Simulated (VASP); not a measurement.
A run of VASP 6.6.1 is set up as follows.

INCAR

```
ALGO = Fast ; EDIFF = 1E-7
ENCUT = 520 ; GGA = PE
ISIF = 2 ; ISMEAR = 0
LASPH = True ; LCHARG = False
LREAL = False ; LWAVE = False
NBANDS = 35 ; NELM = 80
PREC = Accurate ; SIGMA = 0.1
```

The input KPOINTS:

```
k-points
0
Gamma
  6 4 4
```

Contents of POSCAR:

```
Nb3CdB
1.0
    2.9796333827      0.0000000000      0.0000000000
    0.0000000000      4.7035664219      0.0000000000
    0.0000000000      0.0000000000      6.4192074799
Nb Cd B
3 1 1
Direct
    0.0000000000      0.0000000000      0.0000000000
    0.0000000000      0.5000000000      0.2513850854
    0.0000000000      0.5000000000      0.7486149146
    0.0000000000      0.0000000000      0.5000000000
    0.5000000000      0.5000000000      0.0000000000
```

Potentials or basis: VASP PAW PBE potentials, release 64 (Nb_sv, Cd, B).

The run is started by

```bash
$ cat potpaw_PBE.64/Nb_sv/POTCAR potpaw_PBE.64/Cd/POTCAR potpaw_PBE.64/B/POTCAR > POTCAR
$ mpirun -np 1 vasp_std > vasp.out
```

**Question.** Estimate the pressure.

**Answer.** 0.0 GPa.

**Question.** Estimate the band gap on the k mesh.

**Answer.** Zero (bands 27 and 28 overlap by 1.45 eV).

**Question.** What does it give for the largest force?

**Answer.** 0.038 eV/Å.

Forces on the atoms (eV/Å):
```
Nb   0.000  0.000  0.000
Nb   0.000  0.000 -0.038
Nb   0.000  0.000  0.038
Cd   0.000  0.000  0.000
B    0.000  0.000  0.000
```
